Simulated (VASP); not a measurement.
Input of a VASP 6.6.1 run:

File INCAR:

```
SYSTEM = Al3Cu
PREC = Accurate ; ENCUT = 520
EDIFF = 1E-6 ; ISMEAR = -1
SIGMA = 0.15 ; LREAL = .FALSE.
LASPH = .TRUE. ; NELM = 60
ALGO = Normal ; ISIF = 2
LWAVE = .FALSE. ; LCHARG = .TRUE.
LELF = .TRUE. ; LVHAR = .TRUE.
NBANDS = 18
```

The input KPOINTS:

```
regular mesh
0
G
  8 8 3
  0 0 0
```

File POSCAR:

```
Al3Cu
1.0
    2.7784054300      0.0000000000      0.0000000000
    0.0000000000      2.7784054300      0.0000000000
    0.0000000000      0.0000000000      7.5134034100
Al Cu
3 1
Direct
    0.0000000000      0.0000000000      0.5000000000
    0.5000000000      0.5000000000      0.2261155100
    0.5000000000      0.5000000000      0.7738844900
    0.0000000000      0.0000000000      0.0000000000
```

Potentials or basis: VASP PAW LDA potentials, release 64 (Al, Cu).

Launch:

```console
$ cat potpaw_LDA.64/Al/POTCAR potpaw_LDA.64/Cu/POTCAR > POTCAR
$ mpirun -np 1 vasp_std > vasp.out
```

Question: Predict the pressure.

Answer: -1.5 GPa.

Question: Predict the band gap on the k mesh.

Answer: Zero (band 10 reaches 11.48 eV, above the bottom of band 11 at 6.52 eV).

Question: What does it give for the largest force?

Answer: 0.244 eV/Å.

Forces in eV/Å, atoms in the order of the input:
```
Al   0.000  0.000  0.000
Al   0.000  0.000 -0.244
Al   0.000  0.000  0.244
Cu   0.000  0.000  0.000
```
